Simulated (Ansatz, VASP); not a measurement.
# One calculation of SrO, two programs

POSCAR

```
SrO
1.0
    0.0000000000      2.7922805108      2.7922805108
    2.7922805108      0.0000000000      2.7922805108
    2.7922805108      2.7922805108      0.0000000000
Sr O
1 1
Direct
    0.0000000000      0.0000000000      0.0000000000
    0.2500000000      0.2500000000      0.2500000000
```

The input INCAR.step1:

```
SYSTEM = SrO
PREC = Accurate
ENCUT = 520
EDIFF = 1E-5
ISMEAR = 0
SIGMA = 0.01
LREAL = .False.
LASPH = .True.
NELM = 100
ALGO = Normal
ISIF = 2
LWAVE = .True.
GGA = PE
NBANDS = 15
```

Contents of INCAR.step2:

```
SYSTEM = SrO
PREC = Accurate
ENCUT = 520
EDIFF = 1E-7
ISMEAR = 0
SIGMA = 0.01
LREAL = .False.
LASPH = .True.
NELM = 100
ALGO = Normal
ISIF = 2
LWAVE = .False.
LCHARG = .True.
GGA = PE
LHFCALC = .True.
AEXX = 0.15
HFSCREEN = 0.5
PRECFOCK = Normal
LELF = .True.
LVHAR = .True.
ISTART = 1
NBANDS = 15
```

KPOINTS

```
regular mesh
0
Gamma
  4 4 4
  0 0 0
```

Input for Ansatz:

```yaml
crystal:
  lattice:
    - [0.0, 2.7922805108, 2.7922805108]
    - [2.7922805108, 0.0, 2.7922805108]
    - [2.7922805108, 2.7922805108, 0.0]
  atoms:
    - { symbol: Sr, position: [0.0, 0.0, 0.0] }
    - { symbol: O, position: [0.25, 0.25, 0.25] }
kpoints:
  mp_grid: { grid: [4, 4, 4] }
hamiltonian:
  xc: { exchange: pbe, correlation: pbe, exx: { coeff: 0.15, omega: 0.5 } }
scf:
  occupations: { method: fixed }
  n_extra_bands: 4
output:
  forces: true
  stress: true
  eigenvalues: true
```

Alike in both runs: task single point; functional PBE-based screened hybrid; k mesh 4 × 4 × 4; no spin polarisation.

|  | VASP | Ansatz |
| --- | --- | --- |
| version | VASP 6.6.1 | Ansatz 0.2.0 |
| potentials or method | VASP PAW PBE potentials, release 64 (Sr_sv, O) | plane waves |
| plane-wave cutoff (eV) | 520 | 420 |
| occupations | gaussian, width 0.01 eV | fixed |
| valence electrons in the cell | 16 | 16 |

Ansatz gave:

* gap on the k mesh at the Fermi level (eV): 2.96
* pressure (GPa): 0.2

Which values does VASP return?

gap on the k mesh at the Fermi level (eV): 2.97; pressure (GPa): 0.7.

VASP's potentials were made for PBE, not for PBE-based screened hybrid. Ansatz's warnings: stress exchange threshold loose, stress scf threshold loose.

The k mesh is coarse, so the values compare programs but aren't converged.
